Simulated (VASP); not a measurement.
# SiC in VASP: single point with PBE

Aim: the single point of SiC with PBE.

Program: VASP 6.6.1. These are calculated values, not measurements. Logs are shortened: lines on timing, memory, paths and dates and some standing lists are left out, and cuts for length are marked.

### 1 The cell of the first run

The cell holds a sheet with vacuum, 2 atoms: a = 3.091 Å, b = 3.091 Å, c = 16.000 Å, α = 90.00°, β = 90.00°, γ = 120.00°.

### 2 Single point, PBE

Contents of INCAR:

```
SYSTEM = SiC
PREC = Accurate ; ENCUT = 520
EDIFF = 1E-6 ; ISMEAR = 0
SIGMA = 0.03 ; LREAL = .False.
LASPH = .True. ; NELM = 120
ALGO = Normal ; ISIF = 2
LWAVE = .False. ; LCHARG = .False.
LDIPOL = .True. ; IDIPOL = 3
DIPOL = 0.5 0.5 0.500 ; GGA = PE
NBANDS = 11 ; GGA_COMPAT = .False.
NELMDL = -8
```

Contents of KPOINTS:

```
regular mesh
0
Gamma
  12 12 1
  0 0 0
```

Contents of POSCAR:

```
SiC
1.0
    3.0912746483      0.0000000000      0.0000000000
   -1.5456373242      2.6771223755      0.0000000000
    0.0000000000      0.0000000000     16.0000000000
Si C
1 1
Direct
    0.3333333333      0.6666666667      0.5000000000
    0.6666666667      0.3333333333      0.5000000000
```

Potentials or basis: VASP PAW PBE potentials, release 64 (Si, C).

Started as:

```bash
cat potpaw_PBE.64/Si/POTCAR potpaw_PBE.64/C/POTCAR > POTCAR
mpirun -np 1 vasp_std > vasp.out
```

OUTCAR:

```text
SYSTEM = SiC
   PREC = Accurate
   ENCUT = 520
   EDIFF = 1E-6
   ISMEAR = 0
   LREAL = .False.
   LASPH = .True.
   NELM = 120
   ISIF = 2
   GGA = PE
   NELMDL = -8

 ion  position               nearest neighbor table
   1  0.333  0.667  0.500-   2 1.78   2 1.78   2 1.78
   2  0.667  0.333  0.500-   1 1.78   1 1.78   1 1.78

  LATTYP: Found a hexagonal cell.
 ALAT       =     3.0912746483
 C/A-ratio  =     5.1758584469

  Lattice vectors:

 A1 = (   3.0912746483,   0.0000000000,   0.0000000000)
 A2 = (  -1.5456373242,   2.6771223755,   0.0000000000)
 A3 = (   0.0000000000,   0.0000000000,  16.0000000000)

Analysis of symmetry for initial positions (statically):
=====================================================================
 Subroutine PRICEL returns:
 Original cell was already a primitive cell.

 Routine SETGRP: Setting up the symmetry group for a
 hexagonal supercell.

 Subroutine GETGRP returns: Found 12 space group operations
 (whereof 12 operations were pure point group operations)
 out of a pool of 24 trial point group operations.

The static configuration has the point symmetry D_3h.

Analysis of symmetry for dynamics (positions and initial velocities):
=====================================================================
 Subroutine PRICEL returns:
 Original cell was already a primitive cell.

 Routine SETGRP: Setting up the symmetry group for a
 hexagonal supercell.

 Subroutine GETGRP returns: Found 12 space group operations
 (whereof 12 operations were pure point group operations)
 out of a pool of 24 trial point group operations.

The dynamic configuration has the point symmetry D_3h.

 Subroutine INISYM returns: Found 12 space group operations
 (whereof 12 operations are pure point group operations),
 and found     1 'primitive' translations

----------------------------------------------------------------------------------------

                                     Primitive cell

  volume of cell :     132.4115

  direct lattice vectors                    reciprocal lattice vectors
     3.091274648  0.000000000  0.000000000     0.323491153  0.186767704  0.000000000
    -1.545637324  2.677122376  0.000000000     0.000000000  0.373535408  0.000000000
     0.000000000  0.000000000 16.000000000     0.000000000  0.000000000  0.062500000

  length of vectors
     3.091274648  3.091274648 16.000000000     0.373535408  0.373535408  0.062500000

  position of ions in fractional coordinates (direct lattice)
     0.333333333  0.666666667  0.500000000
     0.666666667  0.333333333  0.500000000

  ion indices of the primitive-cell ions
   primitive index   ion index
                 1           1
                 2           2

----------------------------------------------------------------------------------------

 KPOINTS: regular mesh

Automatic generation of k-mesh.
 Grid dimensions read from file:
 generate k-points for:   12   12    1

 Generating k-lattice:

  Cartesian coordinates                     Fractional coordinates (reciprocal lattice)
     0.026957596  0.015563975  0.000000000     0.083333333 -0.000000000  0.000000000
     0.000000000  0.031127951  0.000000000     0.000000000  0.083333333  0.000000000
     0.000000000  0.000000000  0.062500000     0.000000000  0.000000000  1.000000000

  Length of vectors
     0.031127951  0.031127951  0.062500000

  Shift w.r.t. Gamma in fractional coordinates (k-lattice)
     0.000000000  0.000000000  0.000000000

 Subroutine IBZKPT returns following result:
 ===========================================

 Found     19 irreducible k-points:

 Following reciprocal coordinates:
            Coordinates               Weight
  0.000000  0.000000  0.000000      1.000000
  0.083333 -0.000000  0.000000      6.000000
  0.166667 -0.000000  0.000000      6.000000
  0.250000 -0.000000  0.000000      6.000000
  0.333333 -0.000000  0.000000      6.000000
  0.416667 -0.000000  0.000000      6.000000
[... 11 lines left out ...]
  0.333333  0.250000  0.000000     12.000000
  0.333333  0.333333  0.000000      2.000000
   k-points           NKPTS =     19   k-points in BZ     NKDIM =     19   number of bands    NBANDS=     11
   number of dos      NEDOS =    301   number of ions     NIONS =      2
   total plane-waves  NPLWV =  69120
   dimension x,y,z NGX =    24 NGY =   24 NGZ =  120
   dimension x,y,z NGXF=    48 NGYF=   48 NGZF=  240
   ions per type =               1   1
   NGX,Y,Z   is equivalent  to a cutoff of  12.91, 12.91, 12.47 a.u.
   NGXF,Y,Z  is equivalent  to a cutoff of  25.81, 25.81, 24.94 a.u.
 SYSTEM =  SiC
   PREC   = accura    normal or accurate (medium, high low for compatibility)
   ISTART =      0    job   : 0-new  1-cont  2-samecut
   ICHARG =      2    charge: 1-file 2-atom 10-const
   ISPIN  =      1    spin polarized calculation?
   LNONCOLLINEAR =      F non collinear calculations
   LSORBIT =      F    spin-orbit coupling
   LASPH  =      T    aspherical Exc in radial PAW
   ENCUT  =  520.0 eV  38.22 Ry    6.18 a.u.   5.75  5.75 29.75*2*pi/ulx,y,z
   NELM   =    120;   NELMIN=  2; NELMDL= -8     # of ELM steps
   EDIFF  = 0.1E-05   stopping-criterion for ELM
   LREAL  =      F    real-space projection
[... 7 lines left out ...]
   TEBEG  =    0.0;   TEEND  =   0.0 temperature during run
   PSTRESS=    0.0 pullay stress
   NELECT =       8.0000    total number of electrons
   NUPDOWN=      -1.0000    fix difference up-down
   EMIN   =  10.00;   EMAX   =-10.00  energy-range for DOS
   EFERMI =   0.00;   METHOD = LEGACY
   ISMEAR =     0;   SIGMA  =   0.03  broadening in eV -4-tet -1-fermi 0-gaus
   EFERMI_NEDOS =   21; number of points for ismear=-14 and -15
   IALGO  =     38    algorithm
   IMIX   =      4    mixing-type and parameters
     AMIX     =   0.40;   BMIX     =  1.00
     AMIX_MAG =   1.60;   BMIX_MAG =  1.00
  volume/ion in A,a.u.               =      66.21       446.78
  Fermi-wavevector in a.u.,A,eV,Ry     =   0.642386  1.213934  5.614581  0.412660
  Thomas-Fermi vector in A             =   1.709039
   LORBIT       =      0    0 simple, 1 ext, 2 COOP (PROOUT), +10 PAW based schemes
   GGA     = PE    functional components
   LHFCALC =     F    Hartree Fock is set to
   AEXX    =    0.0000 exact exchange contribution
   IVDW    =     0    specifies the selected vdW correction
   LEPSILON=     F    determine dielectric tensor
   LRPA    =     F    only Hartree local field effects (RPA)
 non-spin polarized calculation
 Gauss-broadening in eV      SIGMA  =   0.03
  energy-cutoff  :      520.00
  volume of cell :      132.41
 maximum number of plane-waves:      3584
 NGX is ok and might be reduce to    24
   NGX = 11   NGY = 11   NGZ = 59

 dipolmoment           0.000000      0.000000      0.000000 electrons x Angstroem

 number of electron       8.0000001 magnetization

 dipolmoment           0.000000      0.000000     -0.000000 electrons x Angstroem

 Free energy of the ion-electron system (eV)
  ---------------------------------------------------
  ext. energy  EPLUGINS =         0.00000000
  ---------------------------------------------------
  free energy    TOTEN  =       -14.05346249 eV

  energy without entropy =      -14.05346249  energy(sigma->0) =      -14.05346249

 E-fermi :  -2.8258     XC(G=0):  -2.7089

 val. band max:       -2.9612203135   @ k =   0.3333   0.3333   0.0000
 cond. band min:      -0.4150074932   @ k =   0.5000  -0.0000   0.0000
 fundamental gap:      2.5462128203
 Fermi energy:        -2.8258252385

 k-point     1 :       0.0000    0.0000    0.0000
  band No.  band energies     occupation
      1     -16.6627      2.00000
      2      -6.7383      2.00000
      3      -4.2874      2.00000
      4      -4.2874      2.00000
      5       0.1096      0.00000
      6       1.8223      0.00000
      7       2.1714      0.00000
      8       3.3623      0.00000
      9       3.9302      0.00000
     10       4.5826      0.00000
     11       4.5826      0.00000

 k-point     2 :       0.0833   -0.0000    0.0000
  band No.  band energies     occupation
      1     -16.5482      2.00000
      2      -6.6183      2.00000
      3      -4.7877      2.00000
      4      -4.4229      2.00000
      5       0.2981      0.00000
      6       1.9503      0.00000
      7       2.3282      0.00000
      8       3.5214      0.00000
      9       4.0148      0.00000
     10       4.3546      0.00000
     11       4.9444      0.00000

 k-point     3 :       0.1667   -0.0000    0.0000
  band No.  band energies     occupation
      1     -16.2084      2.00000
      2      -6.2621      2.00000
      3      -5.9891      2.00000
      4      -4.7586      2.00000
      5       0.7375      0.00000
      6       2.3038      0.00000
      7       2.7070      0.00000
      8       3.3727      0.00000
      9       4.0884      0.00000
     10       4.5377      0.00000
     11       5.5210      0.00000

 k-point     4 :       0.2500   -0.0000    0.0000
  band No.  band energies     occupation
      1     -15.6574      2.00000
      2      -7.4660      2.00000
      3      -5.6843      2.00000
      4      -5.1559      2.00000
      5       1.1910      0.00000
      6       2.5022      0.00000
      7       2.7267      0.00000
      8       3.6722      0.00000
      9       3.7229      0.00000
     10       5.3170      0.00000
     11       5.6564      0.00000
[... 169 lines left out ...]
 k-point    17 :       0.2500    0.2500    0.0000
  band No.  band energies     occupation
      1     -13.9277      2.00000
      2      -9.6517      2.00000
      3      -7.6200      2.00000
      4      -3.8605      2.00000
      5       0.4563      0.00000
      6       3.3459      0.00000
      7       4.6197      0.00000
      8       4.8402      0.00000
      9       6.0013      0.00000
     10       6.1477      0.00000
     11       6.8531      0.00000

 k-point    18 :       0.3333    0.2500    0.0000
  band No.  band energies     occupation
      1     -13.3424      2.00000
      2     -10.2282      2.00000
      3      -8.1352      2.00000
      4      -3.2297      2.00000
      5      -0.2185      0.00000
      6       3.8041      0.00000
      7       4.3631      0.00000
      8       5.4106      0.00000
      9       7.0875      0.00000
     10       7.3826      0.00000
     11       7.8701      0.00000

 k-point    19 :       0.3333    0.3333    0.0000
  band No.  band energies     occupation
      1     -13.1103      2.00000
      2     -10.2189      2.00000
      3      -8.6232      2.00000
      4      -2.9612      2.00000
      5      -0.3954      0.00000
      6       3.9547      0.00000
      7       4.2934      0.00000
      8       5.8641      0.00000
      9       7.5817      0.00000
     10       8.5265      0.00000
     11       8.5813      0.00000

------------------------ aborting loop because EDIFF is reached ----------------------------------------

 vacuum level on the upper side and lower side of the slab       (xc-potential included)        -0.119        -0.119

  FORCE on cell =-STRESS in cart. coord.  units (eV):
  Direction    XX          YY          ZZ          XY          YZ          ZX
  --------------------------------------------------------------------------------------
  -------------------------------------------------------------------------------------
  Total        0.1925312      0.1925312     -0.0059871     -0.0000000      0.0000000     -0.0000000
  in kB        2.3296243      2.3296243     -0.0724438     -0.0000000      0.0000000     -0.0000000
  external PRESSURE =       1.5289349 kB  Pullay stress =       0.0000000 kB

 VOLUME and BASIS-vectors are now :
 -----------------------------------------------------------------------------
  energy-cutoff  :      520.00
  volume of cell :      132.41
      direct lattice vectors                 reciprocal lattice vectors
     3.091274648  0.000000000  0.000000000     0.323491153  0.186767704  0.000000000
    -1.545637324  2.677122376  0.000000000     0.000000000  0.373535408  0.000000000
     0.000000000  0.000000000 16.000000000     0.000000000  0.000000000  0.062500000

 POSITION                                       TOTAL-FORCE (eV/Angst)
 -----------------------------------------------------------------------------------
     -0.00000      1.78475      8.00000        -0.000000     -0.000000      0.000000
      1.54564      0.89237      8.00000         0.000000      0.000000      0.000000
 -----------------------------------------------------------------------------------
    total drift:                                0.000000     -0.000000      0.000000

  FREE ENERGIE OF THE ION-ELECTRON SYSTEM (eV)
  ---------------------------------------------------
  free  energy   TOTEN  =       -14.0534624919 eV

  energy  without entropy=      -14.0534624919  energy(sigma->0) =      -14.05346249

 vacuum level on the upper side and lower side of the slab         1.997         1.997
```

It took 81 s on 1 thread of Intel Xeon 8259CL, shared host; peak memory 0.24 GiB.

What came out:

| Item | Value |
| --- | --- |
| Free energy | -14.0535 eV |
| Band gap on the k mesh | 2.55 eV (least direct gap 2.57 eV) |
